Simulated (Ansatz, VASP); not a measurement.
**SiC in VASP and in Ansatz**

```
Si C
1.0
     3.05930    0.00000    0.00000
    -1.52965    2.64943    0.00000
     0.00000    0.00000   15.01171
Si C
6 6
Direct
  0.33333 0.66667 0.83299
  0.66667 0.33333 0.33299
  0.66667 0.33333 0.66650
  0.33333 0.66667 0.16650
  0.00000 0.00000 0.49972
  0.00000 0.00000 0.99972
  0.00000 0.00000 0.87437
  0.00000 0.00000 0.37437
  0.33333 0.66667 0.70800
  0.66667 0.33333 0.20800
  0.66667 0.33333 0.54151
  0.33333 0.66667 0.04151
```

Alike in both runs: functional LDA; k mesh 12 × 12 × 2; occupations gaussian, width 0.02 eV; no spin polarisation.

Ansatz relaxed the structure, and its values are those at the end. VASP's run is a single point on that final structure, the one shown.

|  | VASP | Ansatz |
| --- | --- | --- |
| version | VASP 6.6.1 | Ansatz 0.2.0 |
| potentials or method | VASP PAW LDA potentials, release 64 (Si, C), cutoff 520 eV | scalar-relativistic, plane waves, PAW |
| valence electrons in the cell | 48 | 48 |

|  | VASP | Ansatz | Ansatz less VASP |
| --- | --- | --- | --- |
| gap on the k mesh at the Fermi level (eV) | 1.97 | 1.98 | +0.011 |
| least direct gap on the mesh (eV) | 3.07 | 3.08 | +0.012 |
| pressure (GPa) | 0.4 | 0.0 | -0.41 |

LDA's correlation is that of Perdew and Zunger in VASP and of Perdew and Wang (1992) in Ansatz.
